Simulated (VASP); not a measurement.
# Mn (P6_3/mmc) in VASP: further runs, part 2 of 2

VASP 6.6.1. Earlier steps stand in the parts before.

## Step 5: Single point, PBEsol, collinear spin, ferromagnetic start

Contents of INCAR:

```
ALGO = Normal ; EDIFF = 1E-6
ENCUT = 600 ; GGA = PS
GGA_COMPAT = False ; ISIF = 2
ISMEAR = -1 ; ISPIN = 2
LASPH = True ; LCHARG = True
LELF = True ; LMAXMIX = 4
LORBIT = 11 ; LREAL = False
LVHAR = True ; LWAVE = False
MAGMOM = 6 6 ; NBANDS = 26
NELM = 200 ; NUPDOWN = 12.0
PREC = Accurate ; SIGMA = 0.05
```

Contents of KPOINTS:

```
k-points
0
Gamma
  10 10 6
```

Contents of POSCAR:

```
Mn
1.0
    2.4836457705      0.0000000000      0.0000000000
   -1.2418228853      2.1509003313      0.0000000000
    0.0000000000      0.0000000000      4.0261950000
Mn
2
Direct
    0.3333333333      0.6666666667      0.2500000000
    0.6666666667      0.3333333333      0.7500000000
```

Potentials or basis: VASP PAW PBE potentials, release 64 (Mn_sv).

Launch:

```
$ cat potpaw_PBE.64/Mn_sv/POTCAR > POTCAR
$ mpirun -np 1 vasp_std > vasp.out
```

OUTCAR:

```text
EDIFF = 1E-6
   ENCUT = 600
   GGA = PS
   ISIF = 2
   ISMEAR = -1
   ISPIN = 2
   LASPH = True
   LORBIT = 11
   LREAL = False
   NELM = 200
   NUPDOWN = 12.0
   PREC = Accurate

 ion  position               nearest neighbor table
   1  0.333  0.667  0.250-   2 2.47   2 2.47   2 2.47   2 2.47   2 2.47   2 2.47
   2  0.667  0.333  0.750-   1 2.47   1 2.47   1 2.47   1 2.47   1 2.47   1 2.47

  LATTYP: Found a hexagonal cell.
 ALAT       =     2.4836457705
 C/A-ratio  =     1.6210826229

  Lattice vectors:

 A1 = (   2.4836457705,   0.0000000000,   0.0000000000)
 A2 = (  -1.2418228853,   2.1509003313,   0.0000000000)
 A3 = (   0.0000000000,   0.0000000000,   4.0261950000)

Analysis of symmetry for initial positions (statically):
=====================================================================
 Subroutine PRICEL returns:
 Original cell was already a primitive cell.

 Routine SETGRP: Setting up the symmetry group for a
 hexagonal supercell.

 Subroutine GETGRP returns: Found 24 space group operations
 (whereof 12 operations were pure point group operations)
 out of a pool of 24 trial point group operations.

The static configuration has the point symmetry D_3d.
 The point group associated with its full space group is D_6h.

Analysis of symmetry for dynamics (positions and initial velocities):
=====================================================================
 Subroutine PRICEL returns:
 Original cell was already a primitive cell.

 Routine SETGRP: Setting up the symmetry group for a
 hexagonal supercell.

 Subroutine GETGRP returns: Found 24 space group operations
 (whereof 12 operations were pure point group operations)
 out of a pool of 24 trial point group operations.

The dynamic configuration has the point symmetry D_3d.
 The point group associated with its full space group is D_6h.

Analysis of structural, dynamic, and magnetic symmetry:
=====================================================================
 Subroutine PRICEL returns:
 Original cell was already a primitive cell.

 Routine SETGRP: Setting up the symmetry group for a
 hexagonal supercell.

 Subroutine GETGRP returns: Found 24 space group operations
 (whereof 12 operations were pure point group operations)
 out of a pool of 24 trial point group operations.

The overall configuration has the point symmetry D_3d.
 The point group associated with its full space group is D_6h.

 Subroutine INISYM returns: Found 24 space group operations
 (whereof 12 operations are pure point group operations),
 and found     1 'primitive' translations

----------------------------------------------------------------------------------------

                                     Primitive cell

  volume of cell :      21.5082

  direct lattice vectors                    reciprocal lattice vectors
     2.483645770  0.000000000  0.000000000     0.402633907  0.232460795  0.000000000
    -1.241822885  2.150900331  0.000000000     0.000000000  0.464921589  0.000000000
     0.000000000  0.000000000  4.026195000     0.000000000  0.000000000  0.248373464

  length of vectors
     2.483645770  2.483645771  4.026195000     0.464921589  0.464921589  0.248373464

  position of ions in fractional coordinates (direct lattice)
     0.333333333  0.666666667  0.250000000
     0.666666667  0.333333333  0.750000000

[... 64 lines left out ...]
   NGX,Y,Z   is equivalent  to a cutoff of  13.39, 13.39, 13.21 a.u.
   NGXF,Y,Z  is equivalent  to a cutoff of  26.77, 26.77, 26.43 a.u.
 SYSTEM =  unknown system
   PREC   = accura    normal or accurate (medium, high low for compatibility)
   ISTART =      0    job   : 0-new  1-cont  2-samecut
   ICHARG =      2    charge: 1-file 2-atom 10-const
   ISPIN  =      2    spin polarized calculation?
   LNONCOLLINEAR =      F non collinear calculations
   LSORBIT =      F    spin-orbit coupling
   LASPH  =      T    aspherical Exc in radial PAW
   ENCUT  =  600.0 eV  44.10 Ry    6.64 a.u.   4.96  4.96  8.04*2*pi/ulx,y,z
   NELM   =    200;   NELMIN=  2; NELMDL= -5     # of ELM steps
   EDIFF  = 0.1E-05   stopping-criterion for ELM
   LREAL  =      F    real-space projection
   EDIFFG = 0.1E-04   stopping-criterion for IOM
   NSW    =      0    number of steps for IOM
   IBRION =     -1    ionic relax: 0-MD 1-quasi-New 2-CG
   NFREE  =      0    steps in history (QN), initial steepest desc. (CG)
   ISIF   =      2    stress and relaxation
   ISYM   =      2    0-nonsym 1-usesym 2-fastsym
   POTIM  = 0.5000    time-step for ionic-motion
   TEBEG  =    0.0;   TEEND  =   0.0 temperature during run
   PSTRESS=    0.0 pullay stress
   NELECT =      30.0000    total number of electrons
   NUPDOWN=      12.0000    fix difference up-down
   EMIN   =  10.00;   EMAX   =-10.00  energy-range for DOS
   EFERMI =   0.00;   METHOD = LEGACY
   ISMEAR =    -1;   SIGMA  =   0.05  broadening in eV -4-tet -1-fermi 0-gaus
   EFERMI_NEDOS =   21; number of points for ismear=-14 and -15
   IALGO  =     38    algorithm
   IMIX   =      4    mixing-type and parameters
     AMIX     =   0.40;   BMIX     =  1.00
     AMIX_MAG =   1.60;   BMIX_MAG =  1.00
  volume/ion in A,a.u.               =      10.75        72.57
  Fermi-wavevector in a.u.,A,eV,Ry     =   1.829140  3.456574 45.521746  3.345754
  Thomas-Fermi vector in A             =   2.883881
   LORBIT       =     11    0 simple, 1 ext, 2 COOP (PROOUT), +10 PAW based schemes
   GGA     = PS    functional components
   LHFCALC =     F    Hartree Fock is set to
   AEXX    =    0.0000 exact exchange contribution
   IVDW    =     0    specifies the selected vdW correction
   LEPSILON=     F    determine dielectric tensor
   LRPA    =     F    only Hartree local field effects (RPA)
 spin polarized calculation
  energy-cutoff  :      600.00
  volume of cell :       21.51
 maximum number of plane-waves:       744
 NGX is ok and might be reduce to    20
   NGX =  9   NGY =  9   NGZ = 17

 number of electron      30.0000032 magnetization      12.0000013

 Free energy of the ion-electron system (eV)
  ---------------------------------------------------
  ext. energy  EPLUGINS =         0.00000000
  ---------------------------------------------------
  free energy    TOTEN  =        -0.11280742 eV

  energy without entropy =       -0.10235966  energy(sigma->0) =       -0.10758354

 E-fermi :  12.7721     XC(G=0): -13.8127

 val. band max:       24.4502252972   @ k =   0.5000   0.0000   0.0000
 cond. band min:      12.7725417323   @ k =   0.4000   0.1000   0.0000
 fundamental gap:    -11.6776835649
 Fermi energy:        24.4852379898

 spin component 1

 k-point     1 :       0.0000    0.0000    0.0000
  band No.  band energies     occupation
      1     -65.7566      1.00000
      2     -65.5846      1.00000
      3     -35.0402      1.00000
      4     -34.3241      1.00000
      5     -34.3241      1.00000
      6     -34.2125      1.00000
[... 685 lines left out ...]
     25      30.6536      0.00000
     26      32.4178      0.00000

 [... further k-points ...]

 spin component 2

 k-point     1 :       0.0000    0.0000    0.0000
  band No.  band energies     occupation
      1     -60.6844      1.00000
      2     -60.5029      1.00000
      3     -30.0698      1.00000
      4     -29.3059      1.00000
      5     -29.3059      1.00000
      6     -29.1889      1.00000
[... 685 lines left out ...]
     25      34.7900      0.00000
     26      36.5141      0.00000

 [... further k-points ...]
[... 5 lines left out ...]
  --------------------------------------------------------------------------------------
  -------------------------------------------------------------------------------------
  Total       35.2823200     35.2823200     37.0072377     -0.0000000      0.0000000      0.0000000
  in kB     2628.2275931   2628.2275932   2756.7190414     -0.0000001      0.0000000      0.0000000
  external PRESSURE =    2671.0580759 kB  Pullay stress =       0.0000000 kB

 VOLUME and BASIS-vectors are now :
 -----------------------------------------------------------------------------
  energy-cutoff  :      600.00
  volume of cell :       21.51
      direct lattice vectors                 reciprocal lattice vectors
     2.483645770  0.000000000  0.000000000     0.402633907  0.232460795  0.000000000
    -1.241822885  2.150900331  0.000000000     0.000000000  0.464921589  0.000000000
     0.000000000  0.000000000  4.026195000     0.000000000  0.000000000  0.248373464

 POSITION                                       TOTAL-FORCE (eV/Angst)
 -----------------------------------------------------------------------------------
     -0.00000      1.43393      1.00655        -0.000000      0.000000      0.000000
      1.24182      0.71697      3.01965         0.000000     -0.000000      0.000000
 -----------------------------------------------------------------------------------
    total drift:                               -0.000000      0.000000     -0.000000

  FREE ENERGIE OF THE ION-ELECTRON SYSTEM (eV)
  ---------------------------------------------------
  free  energy   TOTEN  =        -0.1128074218 eV

  energy  without entropy=       -0.1023596619  energy(sigma->0) =       -0.10758354

 total charge

# of ion       s       p       d       tot
------------------------------------------
    1        2.329   6.161   4.619  13.108
    2        2.329   6.161   4.619  13.108
--------------------------------------------------
tot          4.657  12.321   9.238  26.216

 magnetization (x)

# of ion       s       p       d       tot
------------------------------------------
    1        0.140   0.204   4.389   4.733
    2        0.140   0.204   4.389   4.733
--------------------------------------------------
tot          0.280   0.408   8.779   9.466
```

stdout:

```text
POSCAR found type information on POSCAR Mn
 POSCAR found :  1 types and       2 ions
 scaLAPACK will be used
 -----------------------------------------------------------------------------
|                                                                             |
|                                                                             |
|     You enforced a specific xc type in the INCAR file but a different       |
|     I HOPE YOU KNOW WHAT YOU ARE DOING!                                     |
|                                                                             |
 -----------------------------------------------------------------------------

 LDA part: xc-table for (Slater+PW92), standard interpolation
 POSCAR, INCAR and KPOINTS ok, starting setup
 FFT: planning ... GRIDC
 FFT: planning ... GRID_SOFT
 FFT: planning ... GRID
 WAVECAR not read
 entering main loop
```

Wall time 39 s (1 thread of Intel Xeon 6975P-C (Granite Rapids), shared host); peak memory 0.17 GiB.

What came out:

* Free energy: -0.1128 eV
* Pressure: 267.1 GPa
* Net moment: 12.00 μB per cell
* Site moments: Mn +4.73 μB
* Valence electrons inside the program's atomic spheres: Mn 13.11

Stress tensor (GPa, compression positive):
```
262.82   0.00   0.00
  0.00 262.82   0.00
  0.00   0.00 275.67
```

Caveat: the PAW data sets were made with another functional, which shifts forces and pressure a little; the total moment is fixed, so each spin has its own Fermi level.

## Step 6: Single point, PBEsol, collinear spin, ferromagnetic start

Contents of INCAR:

```
SYSTEM = Mn
PREC     = Accurate       ! precision mode
ENCUT    = 600            ! plane-wave cutoff, eV
EDIFF    = 1E-6           ! SCF threshold, eV
ISMEAR   = -1             ! smearing method
SIGMA    = 0.05           ! smearing width, eV
LREAL    = .False.        ! projectors in reciprocal space
LASPH    = .True.         ! aspherical terms in the spheres
NELM     = 200            ! most SCF steps
ALGO     = Normal         ! electronic algorithm
ISIF     = 2              ! what is computed and relaxed
LWAVE    = .False.        ! write WAVECAR
LCHARG   = .True.         ! write CHGCAR
ISPIN    = 2              ! spin polarisation
MAGMOM   = 3 3            ! initial moments
LORBIT   = 11             ! projections on sites
NUPDOWN  = 6.0            ! fixed moment
LMAXMIX  = 4              ! l up to which the mixer works
GGA      = PS             ! functional
LELF     = .True.         ! ELF
LVHAR    = .True.       
NBANDS   = 26             ! bands
GGA_COMPAT= .False.
```

Contents of KPOINTS:

```
regular mesh
0
Gamma
  10 10 6
  0 0 0
```

POSCAR is that of step 5.

Potentials or basis: VASP PAW PBE potentials, release 64 (Mn_sv).

Launch:

```
$ cat potpaw_PBE.64/Mn_sv/POTCAR > POTCAR
$ mpirun -np 1 vasp_std > vasp.out
```

OUTCAR:

```text
SYSTEM = Mn
   PREC = Accurate
   ENCUT = 600
   EDIFF = 1E-6
   ISMEAR = -1
   LREAL = .False.
   LASPH = .True.
   NELM = 200
   ISIF = 2
   ISPIN = 2
   LORBIT = 11
   NUPDOWN = 6.0
   GGA = PS

 ion  position               nearest neighbor table
   1  0.333  0.667  0.250-   2 2.47   2 2.47   2 2.47   2 2.47   2 2.47   2 2.47
   2  0.667  0.333  0.750-   1 2.47   1 2.47   1 2.47   1 2.47   1 2.47   1 2.47

  LATTYP: Found a hexagonal cell.
 ALAT       =     2.4836457705
 C/A-ratio  =     1.6210826229

  Lattice vectors:

 A1 = (   2.4836457705,   0.0000000000,   0.0000000000)
 A2 = (  -1.2418228853,   2.1509003313,   0.0000000000)
 A3 = (   0.0000000000,   0.0000000000,   4.0261950000)

Analysis of symmetry for initial positions (statically):
=====================================================================
 Subroutine PRICEL returns:
 Original cell was already a primitive cell.

 Routine SETGRP: Setting up the symmetry group for a
 hexagonal supercell.

 Subroutine GETGRP returns: Found 24 space group operations
 (whereof 12 operations were pure point group operations)
 out of a pool of 24 trial point group operations.
[... 890 lines left out ...]
  band No.  band energies     occupation
      1     -62.7478      1.00000
      2     -62.5717      1.00000
      3     -32.0295      1.00000
      4     -31.3256      1.00000
      5     -31.3256      1.00000
      6     -31.2124      1.00000
[... 685 lines left out ...]
     25      32.8985      0.00000
     26      34.6212      0.00000

 [... further k-points ...]
[... 5 lines left out ...]
  --------------------------------------------------------------------------------------
  -------------------------------------------------------------------------------------
  Total        5.8669607      5.8669607      6.4770415     -0.0000000      0.0000000     -0.0000000
  in kB      437.0378143    437.0378143    482.4835576     -0.0000000      0.0000000     -0.0000000
  external PRESSURE =     452.1863954 kB  Pullay stress =       0.0000000 kB

 VOLUME and BASIS-vectors are now :
 -----------------------------------------------------------------------------
  energy-cutoff  :      600.00
  volume of cell :       21.51
      direct lattice vectors                 reciprocal lattice vectors
     2.483645770  0.000000000  0.000000000     0.402633907  0.232460795  0.000000000
    -1.241822885  2.150900331  0.000000000     0.000000000  0.464921589  0.000000000
     0.000000000  0.000000000  4.026195000     0.000000000  0.000000000  0.248373464

 POSITION                                       TOTAL-FORCE (eV/Angst)
 -----------------------------------------------------------------------------------
     -0.00000      1.43393      1.00655        -0.000000     -0.000000      0.000000
      1.24182      0.71697      3.01965         0.000000      0.000000      0.000000
 -----------------------------------------------------------------------------------
    total drift:                               -0.000000      0.000000     -0.000000

  FREE ENERGIE OF THE ION-ELECTRON SYSTEM (eV)
  ---------------------------------------------------
  free  energy   TOTEN  =       -17.7620625142 eV

  energy  without entropy=      -17.7320036524  energy(sigma->0) =      -17.74703308

 total charge

# of ion       s       p       d       tot
------------------------------------------
    1        2.258   6.079   4.749  13.085
    2        2.258   6.079   4.749  13.085
--------------------------------------------------
tot          4.516  12.157   9.497  26.170

 magnetization (x)

# of ion       s       p       d       tot
------------------------------------------
    1        0.003   0.027   2.711   2.741
    2        0.003   0.027   2.711   2.741
--------------------------------------------------
tot          0.007   0.053   5.422   5.482
```

stdout:

```text
POSCAR found type information on POSCAR Mn
 POSCAR found :  1 types and       2 ions
 scaLAPACK will be used
 -----------------------------------------------------------------------------
|                                                                             |
|                                                                             |
|     You enforced a specific xc type in the INCAR file but a different       |
|     I HOPE YOU KNOW WHAT YOU ARE DOING!                                     |
|                                                                             |
 -----------------------------------------------------------------------------

 LDA part: xc-table for (Slater+PW92), standard interpolation
 POSCAR, INCAR and KPOINTS ok, starting setup
 FFT: planning ... GRIDC
 FFT: planning ... GRID_SOFT
 FFT: planning ... GRID
 WAVECAR not read
 entering main loop
```

Wall time 39 s (1 thread of AMD EPYC 9R45 (Zen 5), shared host); peak memory 0.15 GiB.

What came out:

```yaml
Free_energy: -17.7621 eV
Pressure: 45.2 GPa
Net_moment: 6.00 μB per cell
Site_moments: Mn +2.74 μB
Valence_electrons_inside_the_program's_atomic_spheres: Mn 13.09
```

Caveat: the PAW data sets were made with another functional, which shifts forces and pressure a little; the total moment is fixed, so each spin has its own Fermi level.

## Step 7: Overview

| level | potentials or basis | spin | fixed moment (μB) | k mesh | cutoff (eV) | second run | gap on the mesh (eV) | pressure (GPa) | moment (μB) |
| --- | --- | --- | --- | --- | --- | --- | --- | --- | --- |
| PBE | VASP PAW PBE potentials, release 64 (Mn_pv) | collinear, ferromagnetic start | 16.0 | 10 × 10 × 6 | 520 | - | - | 453.2 | 16.00 |
| PBE | VASP PAW PBE potentials, release 64 (Mn_pv) | collinear, antiferromagnetic start | - | 12 × 12 × 7 | 520 | - | none | -0.6 | 0.00 |
| PBE | VASP PAW PBE potentials, release 64 (Mn_pv) | collinear, ferromagnetic start | - | 12 × 12 × 7 | 520 | - | none | -1.3 | 0.00 |
| PBEsol | VASP PAW PBE potentials, release 64 (Mn_sv) | collinear, ferromagnetic start | 12.0 | 10 × 10 × 6 | 600 | valence_matched | - | 267.1 | 12.00 |
| PBEsol | VASP PAW PBE potentials, release 64 (Mn_sv) | collinear, ferromagnetic start | 6.0 | 10 × 10 × 6 | 600 | valence_matched | - | 45.2 | 6.00 |

Alike in all rows: task single point; cell as given; smearing fermi-dirac 0.05 eV.

Caveats: the total moment is fixed, so each spin has its own Fermi level (some runs); the PAW data sets were made with another functional, which shifts forces and pressure a little (some runs); the moment fell far below its start of 4 μB, so a state of higher moment may lie lower in energy (some runs).

Absolute energies hang on the potentials; compare differences alone.
